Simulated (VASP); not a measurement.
# Fe (Im-3m) in VASP: settings compared, part 2 of 2

VASP 6.6.1. The steps go on from the part before.

## 3. Single point, PBE+D3(BJ), collinear spin, ferromagnetic start

This run uses another cell than the first one, of 11.73 Å³/atom.

The input, INCAR:

```
ALGO = Normal
EDIFF = 1E-6
ENCUT = 690
GGA = PE
GGA_COMPAT = False
ISIF = 2
ISMEAR = 0
ISPIN = 2
IVDW = 12
LASPH = True
LCHARG = False
LMAXMIX = 4
LORBIT = 11
LREAL = False
LWAVE = False
MAGMOM = 4
NBANDS = 18
NELM = 200
PREC = Accurate
SIGMA = 0.1
```

The input, KPOINTS:

```
k-points
0
Gamma
  8 8 8
```

The input, POSCAR:

```
Fe
1.0
   -1.4315177495      1.4315177495      1.4315177495
    1.4315177495     -1.4315177495      1.4315177495
    1.4315177495      1.4315177495     -1.4315177495
Fe
1
Direct
    0.0000000000      0.0000000000      0.0000000000
```

Potentials or basis: VASP PAW PBE potentials, release 64 (Fe_sv).

Command:

```console
$ cat potpaw_PBE.64/Fe_sv/POTCAR > POTCAR
$ mpirun -np 1 vasp_std > vasp.out
```

OUTCAR:

```text
EDIFF = 1E-6
   ENCUT = 690
   GGA = PE
   ISIF = 2
   ISMEAR = 0
   ISPIN = 2
   IVDW = 12
   LASPH = True
   LORBIT = 11
   LREAL = False
   NELM = 200
   PREC = Accurate
 IVDW          = 12

 ion  position               nearest neighbor table
   1  0.000  0.000  0.000-

  LATTYP: Found a body centered cubic cell.
 ALAT       =     2.8630354990

  Lattice vectors:

 A1 = (  -1.4315177495,   1.4315177495,   1.4315177495)
 A2 = (   1.4315177495,  -1.4315177495,   1.4315177495)
 A3 = (   1.4315177495,   1.4315177495,  -1.4315177495)

Analysis of symmetry for initial positions (statically):
=====================================================================
 Subroutine PRICEL returns:
 Original cell was already a primitive cell.

 Routine SETGRP: Setting up the symmetry group for a
 body centered cubic supercell.

 Subroutine GETGRP returns: Found 48 space group operations
 (whereof 48 operations were pure point group operations)
 out of a pool of 48 trial point group operations.
[... 188 lines left out ...]
      2     -42.3216      1.00000
      3     -42.3216      1.00000
      4     -42.3216      1.00000
      5       3.2793      1.00000
      6       9.2979      1.00000
[... 493 lines left out ...]
     17      46.0745      0.00000
     18      50.5227      0.00000

 [... further k-points ...]

 spin component 2

 k-point     1 :       0.0000    0.0000    0.0000
  band No.  band energies     occupation
      1     -73.6659      1.00000
      2     -39.5308      1.00000
      3     -39.5308      1.00000
      4     -39.5308      1.00000
      5       3.4330      1.00000
      6      11.4243      0.98852
[... 493 lines left out ...]
     17      46.5234      0.00000
     18      50.9371      0.00000

 [... further k-points ...]

------------------------ aborting loop because EDIFF is reached ----------------------------------------

 Edisp (eV)   -0.34565

 E8    (eV) :    -0.1543

  FORCE on cell =-STRESS in cart. coord.  units (eV):
  Direction    XX          YY          ZZ          XY          YZ          ZX
  --------------------------------------------------------------------------------------
  -------------------------------------------------------------------------------------
  Total      -0.68988    -0.68988    -0.68988    -0.00000    -0.00000     0.00000
  in kB     -94.19688   -94.19688   -94.19688    -0.00000    -0.00000     0.00000
  external pressure =      -94.20 kB  Pullay stress =        0.00 kB

 VOLUME and BASIS-vectors are now :
 -----------------------------------------------------------------------------
  energy-cutoff  :      690.00
  volume of cell :       11.73
      direct lattice vectors                 reciprocal lattice vectors
    -1.431517749  1.431517749  1.431517749     0.000000000  0.349279637  0.349279637
     1.431517749 -1.431517749  1.431517749     0.349279637  0.000000000  0.349279637
     1.431517749  1.431517749 -1.431517749     0.349279637  0.349279637  0.000000000

 POSITION                                       TOTAL-FORCE (eV/Angst)
 -----------------------------------------------------------------------------------
      0.00000      0.00000      0.00000        -0.000000      0.000000     -0.000000
 -----------------------------------------------------------------------------------
    total drift:                                0.000000      0.000000     -0.000000

  FREE ENERGIE OF THE ION-ELECTRON SYSTEM (eV)
  ---------------------------------------------------
  free  energy   TOTEN  =        -8.6880310964 eV

  energy  without entropy=       -8.6843200207  energy(sigma->0) =       -8.68617556

 total charge

# of ion       s       p       d       tot
------------------------------------------
    1        2.181   6.032   5.517  13.730

 magnetization (x)

# of ion       s       p       d       tot
------------------------------------------
    1       -0.002  -0.009   2.374   2.364
```

OSZICAR:

```text
N       E                     dE             d eps       ncg     rms          rms(c)
DAV:   1     0.224509718785E+03    0.22451E+03   -0.10517E+04  2138   0.158E+03
DAV:   2     0.684818329981E+00   -0.22382E+03   -0.20807E+03  2098   0.445E+02
DAV:   3    -0.876627769057E+01   -0.94511E+01   -0.93503E+01  2468   0.111E+02
DAV:   4    -0.890290038283E+01   -0.13662E+00   -0.13659E+00  2428   0.137E+01
DAV:   5    -0.890639435332E+01   -0.34940E-02   -0.34939E-02  2556   0.224E+00    0.150E+01
DAV:   6    -0.841034173738E+01    0.49605E+00   -0.26845E+00  2432   0.457E+01    0.106E+01
DAV:   7    -0.835008940027E+01    0.60252E-01   -0.40322E-01  2492   0.163E+01    0.488E+00
DAV:   8    -0.834693651176E+01    0.31529E-02   -0.71712E-03  2438   0.124E+00    0.137E+00
DAV:   9    -0.834230677497E+01    0.46297E-02   -0.34870E-03  3020   0.109E+00    0.238E-01
DAV:  10    -0.834234731320E+01   -0.40538E-04   -0.63865E-04  2546   0.510E-01    0.567E-02
DAV:  11    -0.834237923230E+01   -0.31919E-04   -0.27398E-05  2448   0.785E-02    0.443E-02
DAV:  12    -0.834238128441E+01   -0.20521E-05   -0.46662E-06  2610   0.357E-02    0.638E-03
DAV:  13    -0.834238049456E+01    0.78985E-06   -0.11888E-07  1252   0.608E-03
   1 F= -.86880311E+01 E0= -.86861756E+01  d E =-.371108E-02  mag=     2.3498
```

It took 18 s on 1 thread of Intel Xeon Platinum 8259CL at 2.50GHz (Skylake/Cascade Lake), shared host; peak memory 0.16 GiB.

What came out:

* Free energy: -8.6880 eV
* Pressure: -9.4 GPa
* Net moment: 2.35 μB per cell
* Site moments: Fe +2.36 μB
* Valence electrons inside the program's atomic spheres: Fe 13.73
* Dispersion energy per atom: -0.346 eV

Levels at points of the mesh, in eV from the Fermi level:
Spin up:
```tsv
k point	band 6	band 7	band 8	band 9	band 10	band 11	band 12	band 13
(0.00, 0.00, 0.00)	-2.29	-2.29	-2.29	-1.07	-1.07	24.18	24.18	24.18
(0.50, 0.00, 0.00)	-3.32	-1.03	-0.90	0.29	0.45	7.03	17.83	19.52
(0.50, 0.50, 0.50)	-4.67	0.03	0.03	0.03	9.59	9.59	9.59	15.29
```
Spin down:
```
           k point  band 4  band 5  band 6  band 7  band 8  band 9  band 10  band 11
(0.00, 0.00, 0.00)  -51.12   -8.15   -0.16   -0.16   -0.16    1.78     1.78    23.91
(0.50, 0.00, 0.00)  -51.12   -3.43   -1.42    0.52    1.65    2.03     2.76     8.52
(0.50, 0.50, 0.50)  -51.41   -2.80   -2.80    2.46    2.46    2.46     9.87     9.87
```

Caveat: the k points lie up to 0.39 Å⁻¹ apart; three body term missing.
